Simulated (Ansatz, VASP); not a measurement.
**One calculation of FeO, two programs**

The input INCAR:

```
SYSTEM = FeO
  PREC = Accurate
  ENCUT = 520
  EDIFF = 1E-6
  ISMEAR = -1
  SIGMA = 0.05
  LREAL = .False.
  LASPH = .True.
  NELM = 150
  ALGO = Normal
  ISIF = 2
  LWAVE = .False.
  LCHARG = .False.
  ISPIN = 2
  MAGMOM = 3 0
  LORBIT = 11
  LMAXMIX = 4
  GGA = PS
  NBANDS = 18
```

KPOINTS

```
Automatic mesh
0
Gamma
  11 11 11
  0 0 0
```

Contents of POSCAR:

```
FeO
1.0
    1.5388076799      0.8884310282      2.5527334195
   -1.5388076799      0.8884310282      2.5527334195
    0.0000000000     -1.7768620564      2.5527334195
Fe O
1 1
Direct
    0.0000000000      0.0000000000      0.0000000000
    0.5000000000      0.5000000000      0.5000000000
```

Contents of input.yaml:

```yaml
crystal:
  lattice:
    - [1.5388076799, 0.8884310282, 2.5527334195]
    - [-1.5388076799, 0.8884310282, 2.5527334195]
    - [0.0, -1.7768620564, 2.5527334195]
  atoms:
    - { symbol: Fe, position: [0.0, 0.0, 0.0], spin: 3.0 }
    - { symbol: O, position: [0.5, 0.5, 0.5] }
hamiltonian:
  xc: pbesol
  pseudopotentials: { kind: paw }
magnetization:
  spin_polarized: true
kpoints:
  mp_grid: { grid: [11, 11, 11] }
scf:
  occupations: { method: fermi_dirac, width: 0.05 }
output:
  forces: true
  stress: true
  eigenvalues: true
```

Alike in both runs: task single point; functional PBEsol; k mesh 11 × 11 × 11; occupations fermi-dirac, width 0.05 eV; collinear spin.

|  | VASP | Ansatz |
| --- | --- | --- |
| version | VASP 6.6.1 | Ansatz 0.2.0 |
| potentials or method | VASP PAW PBE potentials, release 64 (Fe, O) | Ansatz PAW |
| plane-wave cutoff (eV) | 520 | 420 |
| valence electrons in the cell | 14 | 22 |

|  | VASP | Ansatz | Ansatz less VASP |
| --- | --- | --- | --- |
| gap on the k mesh at the Fermi level (eV) | none | none | - |
| pressure (GPa) | -15.3 | -15.3 | -0.09 |
| traceless stress, the component that is largest in VASP (GPa) | -0.73 | -0.70 | +0.038 |
| net moment per atom (μB) | 2.00 | 2.00 | 0.000 |
| size of the moment on the site where the two differ most (μB) | 3.62 | 3.46 | -0.156 |

VASP's potentials were made for PBE, not for PBEsol. Site moments also hang on the region over which each program counts them. A gap of «none» marks a metal or a gap that the smearing closes. VASP's potentials hold 14 valence electrons a cell and Ansatz's 22, so a difference there can come from the potentials and not from the codes.
